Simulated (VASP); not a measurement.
# Al (Fm-3m) in VASP: a series of runs, part 2 of 2

VASP 6.6.1. Earlier steps stand in the parts before.

### Step 4. Single point, PBEsol

This run uses another cell than the first one, of 16.19 Å³/atom, 1.064 times its volume.

INCAR reads:

```
PREC     = Accurate       # precision mode
ENCUT    = 520            # plane-wave cutoff, eV
EDIFF    = 1E-7           # SCF threshold, eV
ISMEAR   = 0              # smearing method
SIGMA    = 0.1            # smearing width, eV
LREAL    = False          # projectors in reciprocal space
LASPH    = True           # aspherical terms in the spheres
NELM     = 60             # most SCF steps
ALGO     = Normal         # electronic algorithm
ISIF     = 2              # what is computed and relaxed
LWAVE    = False          # write WAVECAR
LCHARG   = False          # write CHGCAR
GGA      = PS             # functional
NBANDS   = 8              # bands
```

KPOINTS reads:

```
regular mesh
0
Gamma
  18 18 18
```

POSCAR reads:

```
Al
1.0
    0.0000000000      2.0077938131      2.0077938131
    2.0077938131      0.0000000000      2.0077938131
    2.0077938131      2.0077938131      0.0000000000
Al
1
Direct
    0.0000000000      0.0000000000      0.0000000000
```

Potentials or basis: VASP PAW PBE potentials, release 64 (Al).

Launch:

```bash
> cat potpaw_PBE.64/Al/POTCAR > POTCAR
> mpirun -np 1 vasp_std > vasp.out
```

OUTCAR:

```text
PREC = Accurate
   ENCUT = 520
   EDIFF = 1E-7
   ISMEAR = 0
   LREAL = False
   LASPH = True
   NELM = 60
   ISIF = 2
   GGA = PS

 ion  position               nearest neighbor table
   1  0.000  0.000  0.000-

  LATTYP: Found a face centered cubic cell.
 ALAT       =     4.0155876262

  Lattice vectors:

 A1 = (   0.0000000000,   2.0077938131,   2.0077938131)
 A2 = (   2.0077938131,   0.0000000000,   2.0077938131)
 A3 = (   2.0077938131,   2.0077938131,   0.0000000000)

Analysis of symmetry for initial positions (statically):
=====================================================================
 Subroutine PRICEL returns:
 Original cell was already a primitive cell.

 Routine SETGRP: Setting up the symmetry group for a
 face centered cubic supercell.

 Subroutine GETGRP returns: Found 48 space group operations
 (whereof 48 operations were pure point group operations)
 out of a pool of 48 trial point group operations.

The static configuration has the point symmetry O_h .

Analysis of symmetry for dynamics (positions and initial velocities):
=====================================================================
 Subroutine PRICEL returns:
[... 155 lines left out ...]

 E-fermi :   8.1407     XC(G=0): -10.3266

 val. band max:        8.1264387561   @ k =  -0.2778   0.2778   0.0556
 cond. band min:       8.1493662793   @ k =  -0.4444   0.3333   0.1111
 fundamental gap:      0.0229275232
 Fermi energy:         8.1406970831

 k-point     1 :       0.0000    0.0000    0.0000
  band No.  band energies     occupation
      1      -3.1122      2.00000
      2      20.8511      0.00000
      3      20.8511      0.00000
      4      20.8511      0.00000
      5      22.4880      0.00000
      6      22.4880      0.00000
      7      22.4880      0.00000
      8      24.7742      0.00000
[... 243 lines left out ...]
 k-point    24 :      -0.2222    0.0556    0.0000
  band No.  band energies     occupation
      1      -1.4510      2.00000
      2      12.0274      0.00000
      3      17.5390      0.00000
      4      20.4173      0.00000
      5      22.1759      0.00000
      6      23.2582      0.00000
      7      23.7004      0.00000
      8      25.9112      0.00000

 [... further k-points ...]
[... 5 lines left out ...]
  --------------------------------------------------------------------------------------
  -------------------------------------------------------------------------------------
  Total        0.0029058      0.0029058      0.0029058      0.0000000     -0.0000000      0.0000000
  in kB        0.2875978      0.2875978      0.2875978      0.0000000     -0.0000000      0.0000000
  external PRESSURE =       0.2875978 kB  Pullay stress =       0.0000000 kB

 VOLUME and BASIS-vectors are now :
 -----------------------------------------------------------------------------
  energy-cutoff  :      520.00
  volume of cell :       16.19
      direct lattice vectors                 reciprocal lattice vectors
     0.000000000  2.007793813  2.007793813    -0.249029555  0.249029555  0.249029555
     2.007793813  0.000000000  2.007793813     0.249029555 -0.249029555  0.249029555
     2.007793813  2.007793813  0.000000000     0.249029555  0.249029555 -0.249029555

 POSITION                                       TOTAL-FORCE (eV/Angst)
 -----------------------------------------------------------------------------------
      0.00000      0.00000      0.00000        -0.000000      0.000000      0.000000
 -----------------------------------------------------------------------------------
    total drift:                                0.000000     -0.000000     -0.000000

  FREE ENERGIE OF THE ION-ELECTRON SYSTEM (eV)
  ---------------------------------------------------
  free  energy   TOTEN  =        -4.0906791206 eV

  energy  without entropy=       -4.0876915265  energy(sigma->0) =       -4.08918532
```

stdout:

```text
POSCAR found type information on POSCAR Al
 POSCAR found :  1 types and       1 ions
 scaLAPACK will be used
 -----------------------------------------------------------------------------
|                                                                             |
|                                                                             |
|     You enforced a specific xc type in the INCAR file but a different       |
|     I HOPE YOU KNOW WHAT YOU ARE DOING!                                     |
|                                                                             |
 -----------------------------------------------------------------------------

 LDA part: xc-table for (Slater+PW92), standard interpolation
 POSCAR, INCAR and KPOINTS ok, starting setup
 FFT: planning ... GRIDC
 FFT: planning ... GRID_SOFT
 FFT: planning ... GRID
 WAVECAR not read
 entering main loop
```

Wall time 22 s (1 thread of Intel Xeon 8259CL, shared host); peak memory 0.14 GiB.

What came out:

```yaml
Free_energy: -4.0907 eV
Pressure: 0.0 GPa
```

Caveat: the PAW data sets were made with another functional, which shifts forces and pressure a little.

### Step 5. Single point, PBEsol (volume scaled by 1.03)

INCAR reads:

```
SYSTEM = Al
PREC = Accurate
ENCUT = 520
EDIFF = 1E-7
ISMEAR = 0
SIGMA = 0.1
LREAL = .False.
LASPH = .True.
NELM = 60
ALGO = Normal
ISIF = 2
LWAVE = .False.
LCHARG = .False.
GGA = PS
NBANDS = 8
```

KPOINTS reads:

```
Automatic mesh
0
Gamma
  18 18 18
  0 0 0
```

POSCAR reads:

```
Al
1.0
    0.0000000000      2.0276742526      2.0276742526
    2.0276742526      0.0000000000      2.0276742526
    2.0276742526      2.0276742526      0.0000000000
Al
1
Direct
    0.0000000000      0.0000000000      0.0000000000
```

Launch:

```bash
> cat potpaw_PBE.64/Al/POTCAR > POTCAR
> mpirun -np 1 vasp_std > vasp.out
```

Run time: 22 s. Hardware: 1 thread of Intel Xeon 8259CL, shared host; peak memory 0.14 GiB.

It converged, with:

```
Free energy : -4.0873 eV
Pressure    : -2.2 GPa
```

Levels at points of the mesh, in eV from the Fermi level:
| k point | band 1 | band 2 | band 3 | band 4 | band 5 | band 6 |
| --- | --- | --- | --- | --- | --- | --- |
| (0.00, 0.00, 0.00) | -11.05 | 12.55 | 12.55 | 12.55 | 13.96 | 13.96 |
| (0.50, 0.00, 0.00) | -4.54 | -4.35 | 11.30 | 11.30 | 11.40 | 11.40 |
| (0.50, 0.50, 0.00) | -2.88 | -1.59 | 5.26 | 5.55 | 5.55 | 8.97 |

Caveat: the cell differs from its parent crystal (volume scaled by 1.03); the PAW data sets were made with another functional, which shifts forces and pressure a little.

### Step 6. Summary

| cell | gap on the mesh (eV) | pressure (GPa) |
| --- | --- | --- |
| a = 2.781 Å, angles 60.0°, 1 atom | none | 5.8 |
| a = 2.811 Å, angles 60.0°, 1 atom | none | 2.7 |
| a = 2.839 Å, angles 60.0°, 1 atom | none | 0.0 |
| a = 2.868 Å, angles 60.0°, 1 atom | none | -2.2 |

Alike in all rows: task single point; level PBEsol; potentials or basis VASP PAW PBE potentials, release 64 (Al); no spin polarisation; k mesh 18 × 18 × 18; cutoff (eV) 520; smearing gaussian 0.1 eV.

Caveats: the PAW data sets were made with another functional, which shifts forces and pressure a little.

Total energies depend on the potentials used, so only differences within one code and one set of settings carry meaning.
